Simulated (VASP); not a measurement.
A run of VASP 6.6.1 is set up as follows.

File INCAR:

```
ALGO     = Normal         # electronic algorithm
EDIFF    = 1E-8           # SCF threshold, eV
ENCUT    = 520            # plane-wave cutoff, eV
GGA      = PE             # functional
ISIF     = 2              # what is computed and relaxed
ISMEAR   = -1             # smearing method
LASPH    = T              # aspherical terms in the spheres
LCHARG   = F              # write CHGCAR
LEFG     = T            
LREAL    = Auto         
LWAVE    = F              # write WAVECAR
NBANDS   = 86             # bands
NELM     = 100            # most SCF steps
PREC     = Accurate       # precision mode
SIGMA    = 0.02           # smearing width, eV
```

KPOINTS

```
k-points
0
Gamma
  8 8 2
```

The input POSCAR:

```
ZnS
1.0
    3.8302880604      0.0000000000      0.0000000000
   -1.9151440302      3.3171267641      0.0000000000
    0.0000000000      0.0000000000     25.0809454976
Zn S
8 8
Direct
    0.3333333333      0.6666666667      0.1251184100
    0.0000000000      0.0000000000      0.0001589700
    0.6666666667      0.3333333333      0.6250474700
    0.6666666667      0.3333333333      0.8751387000
    0.0000000000      0.0000000000      0.7500222700
    0.3333333333      0.6666666667      0.5000781600
    0.0000000000      0.0000000000      0.3750879400
    0.6666666667      0.3333333333      0.2501284900
    0.6666666667      0.3333333333      0.3437219900
    0.6666666667      0.3333333333      0.7185811600
    0.3333333333      0.6666666667      0.2187340500
    0.0000000000      0.0000000000      0.8436723900
    0.6666666667      0.3333333333      0.9688127500
    0.0000000000      0.0000000000      0.0937260600
    0.3333333333      0.6666666667      0.5936859800
    0.0000000000      0.0000000000      0.4686862100
```

Potentials or basis: VASP PAW PBE potentials, release 64 (Zn, S).

Run with:

```bash
$ cat potpaw_PBE.64/Zn/POTCAR potpaw_PBE.64/S/POTCAR > POTCAR
$ mpirun -np 1 vasp_std > vasp.out
```

**Question.** Predict the largest force.

**Answer.** 0.014 eV/Å.

**Question.** What does it give for the pressure?

**Answer.** 1.1 GPa.

**Question.** Estimate the band gap on the k mesh.

**Answer.** 2.08 eV.

Forces on the atoms (eV/Å):
```
Zn   0.000  0.000 -0.005
Zn   0.000  0.000 -0.002
Zn   0.000  0.000 -0.014
Zn   0.000  0.000  0.000
Zn   0.000  0.000 -0.010
Zn   0.000  0.000 -0.007
Zn   0.000  0.000 -0.006
Zn   0.000  0.000 -0.009
S    0.000  0.000  0.006
S    0.000  0.000  0.003
S    0.000  0.000  0.005
S    0.000  0.000  0.008
S    0.000  0.000  0.008
S    0.000  0.000  0.012
S    0.000  0.000  0.003
S    0.000  0.000  0.008
```

Caveat: without QUAD_EFG the Cq values of the log hold for a quadrupole moment of 1 mb, not for the nuclei. A k mesh can miss the band edges.
